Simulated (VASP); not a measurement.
Wanted: the native input for a VASP 6.6.1 run.

| Item | Value |
| --- | --- |
| Task | single point |
| Functional | PBE |
| Potentials or basis | VASP PAW PBE potentials, release 64 (Nb_sv) |
| Cutoff | 520 eV |
| k mesh | 20 × 20 × 20 |
| Occupations | gaussian, width 0.15 eV |
| Spin | no spin polarisation |
| Dipole correction | no |
| Further INCAR settings | ALGO = Fast; EDIFF = 1e-06; NBANDS = 12 |

The structure of Nb lies in POSCAR:

```
Nb
1.0
   -1.7055487500      1.7055487500      1.5807525000
    1.7055487500     -1.7055487500      1.5807525000
    1.7055487500      1.7055487500     -1.5807525000
Nb
1
Direct
    0.0000000000      0.0000000000      0.0000000000
```

This cell differs from its parent crystal: strain +0.025 along x and y, -0.050 along z.

The input as run:

INCAR

```
  PREC = Accurate
  ENCUT = 520
  EDIFF = 1E-6
  ISMEAR = 0
  SIGMA = 0.15
  LREAL = False
  LASPH = True
  NELM = 100
  ALGO = Fast
  ISIF = 2
  LWAVE = False
  LCHARG = True
  GGA = PE
  LELF = True
  LVHAR = True
  NBANDS = 12
```

KPOINTS

```
regular mesh
0
Gamma
  20 20 20
```

Potentials or basis: VASP PAW PBE potentials, release 64 (Nb_sv).

Run with:

```sh
$ cat potpaw_PBE.64/Nb_sv/POTCAR > POTCAR
$ mpirun -np 1 vasp_std > vasp.out
```

It gave:

The pressure is -2.3 GPa.

Caveat: the cell differs from its parent crystal (strain +0.025 along x and y, -0.050 along z).

Run time: 2.3 min on 1 thread of Intel(R) Xeon(R) Platinum 8488C (Sapphire Rapids), with other jobs on the host, peak memory 0.25 GiB.
